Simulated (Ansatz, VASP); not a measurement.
NaGeCl3 in VASP and in Ansatz

INCAR

```
SYSTEM = NaGeCl3
PREC = Accurate ; ENCUT = 520
EDIFF = 1E-6 ; ISMEAR = 0
SIGMA = 0.01 ; LREAL = .False.
LASPH = .True. ; NELM = 80
ALGO = Normal ; ISIF = 2
LWAVE = .False. ; LCHARG = .False.
GGA = PE ; NBANDS = 29
```

KPOINTS

```
Automatic mesh
0
Gamma
  4 4 4
  0 0 0
```

The input POSCAR:

```
NaGeCl3
1.0
    5.1722786811      0.0000000000      0.0000000000
    0.0000000000      5.1722786811      0.0000000000
    0.0000000000      0.0000000000      5.1722786811
Na Ge Cl
1 1 3
Direct
    0.0000000000      0.0000000000      0.0000000000
    0.5000000000      0.5000000000      0.5000000000
    0.5000000000      0.5000000000      0.0000000000
    0.5000000000      0.0000000000      0.5000000000
    0.0000000000      0.5000000000      0.5000000000
```

Input for Ansatz:

```yaml
crystal:
  lattice:
    - [5.1722786811, 0.0, 0.0]
    - [0.0, 5.1722786811, 0.0]
    - [0.0, 0.0, 5.1722786811]
  atoms:
    - { symbol: Na, position: [0.0, 0.0, 0.0] }
    - { symbol: Ge, position: [0.5, 0.5, 0.5] }
    - { symbol: Cl, position: [0.5, 0.5, 0.0] }
    - { symbol: Cl, position: [0.5, 0.0, 0.5] }
    - { symbol: Cl, position: [0.0, 0.5, 0.5] }
kpoints:
  mp_grid: { grid: [4, 4, 4] }
hamiltonian:
  xc: pbe
scf:
  occupations: { method: fixed }
  n_extra_bands: 5
output:
  forces: true
  stress: true
  eigenvalues: true
```

Alike in both runs: task single point; functional PBE; k mesh 4 × 4 × 4; no spin polarisation.

|  | VASP | Ansatz |
| --- | --- | --- |
| version | VASP 6.6.1 | Ansatz 0.2.0 |
| potentials or method | VASP PAW PBE potentials, release 64 (Na_pv, Ge_d, Cl) | plane waves, PAW |
| plane-wave cutoff (eV) | 520 | 420 |
| occupations | gaussian, width 0.01 eV | fixed |
| valence electrons in the cell | 42 | 44 |

|  | VASP | Ansatz | Ansatz less VASP |
| --- | --- | --- | --- |
| gap on the k mesh at the Fermi level (eV) | 0.60 | 0.60 | -0.006 |
| pressure (GPa) | 1.1 | 1.1 | +0.03 |

VASP's potentials hold 42 valence electrons a cell and Ansatz's 44, so a difference there can come from the potentials and not from the codes.
